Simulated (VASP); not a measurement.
Wanted: the native input for a VASP 6.6.1 run.

```
Task                   : single point
Functional             : LDA
Potentials or basis    : VASP PAW LDA potentials, release 64 (Rb_sv, Bi_d)
Cutoff                 : 520 eV
k mesh                 : 7 × 7 × 9
Occupations            : methfessel-paxton, width 0.1 eV
Spin                   : no spin polarisation
Dipole correction      : no
Further INCAR settings : ALGO = Normal; EDIFF = 1e-07; NBANDS = 19
```

The structure of RbBi lies in POSCAR:

```
RbBi
1.0
    4.6852660000      0.0000000000      0.0000000000
    0.0000000000      4.6852660000      0.0000000000
    0.0000000000      0.0000000000      3.8588810000
Rb Bi
1 1
Direct
    0.5000000000      0.5000000000      0.5000000000
    0.0000000000      0.0000000000      0.0000000000
```

These files were run (other wordings do the same):

INCAR

```
ALGO = Normal
EDIFF = 1E-7
ENCUT = 520
ISIF = 2
ISMEAR = 1
LASPH = T
LCHARG = F
LREAL = F
LWAVE = F
NBANDS = 19
NELM = 80
PREC = Accurate
SIGMA = 0.1
```

KPOINTS

```
k-points
0
Gamma
  7 7 9
```

Potentials or basis: VASP PAW LDA potentials, release 64 (Rb_sv, Bi_d).

Command:

```sh
$ cat potpaw_LDA.64/Rb_sv/POTCAR potpaw_LDA.64/Bi_d/POTCAR > POTCAR
$ mpirun -np 1 vasp_std > vasp.out
```

Results of the run:

| Item | Value |
| --- | --- |
| Pressure | -2.5 GPa |
| Band gap on the k mesh | zero (band 12 reaches 2.70 eV, above the bottom of band 13 at 1.15 eV) |

Caveat: spin-orbit coupling is left out, which moves the levels of the heavy elements.

Run time: 43 s on 1 thread of AMD EPYC 7R13 Processor (Zen 3), on a shared host, peak memory 0.18 GiB.
